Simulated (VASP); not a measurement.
Input of a VASP 6.6.1 run:

Contents of INCAR:

```
PREC = Accurate
ENCUT = 600
EDIFF = 1E-7
ISMEAR = -1
SIGMA = 0.1
LREAL = False
LASPH = True
NELM = 100
ALGO = Normal
ISIF = 3
LWAVE = False
LCHARG = False
GGA = PS
IBRION = 2
NSW = 50
EDIFFG = -0.02
```

The input KPOINTS:

```
Automatic mesh
0
Gamma
  5 5 5
```

POSCAR

```
GaSn3
1.0
    0.0000000000      3.7059570000      3.7059570000
    3.7059570000      0.0000000000      3.7059570000
    3.7059570000      3.7059570000      0.0000000000
Ga Sn
1 3
Direct
    0.0000000000      0.0000000000      0.0000000000
    0.2500000000      0.2500000000      0.2500000000
    0.7500000000      0.7500000000      0.7500000000
    0.5000000000      0.5000000000      0.5000000000
```

Potentials or basis: VASP PAW PBE potentials, release 64 (Ga_d, Sn_d).

Launch:

```sh
$ cat potpaw_PBE.64/Ga_d/POTCAR potpaw_PBE.64/Sn_d/POTCAR > POTCAR
$ mpirun -np 1 vasp_std > vasp.out
```

Problem. Predict the space group after relaxing (to 0.05 Å).

Solution. Fm-3m (No. 225).

Problem. Predict the relaxed cell.

Solution. a = 5.140 Å, b = 5.140 Å, c = 5.140 Å, α = 60.00°, β = 60.00°, γ = 60.00°.

Problem. Estimate the relaxed volume.

Solution. 24.00 Å³/atom.

Step by step:
| step | energy change (eV) | largest force (eV/Å) | pressure (GPa) | volume (Å³) |
| --- | --- | --- | --- | --- |
| 1 | 0.0000 | 0.0000 | -2.67 | 101.80 |
| 2 | -0.0506 | 0.0000 | 0.18 | 95.68 |
| 3 | -0.0508 | 0.0000 | 0.00 | 96.01 |

Caveat: the PAW data sets were made with another functional, which shifts forces and pressure a little.
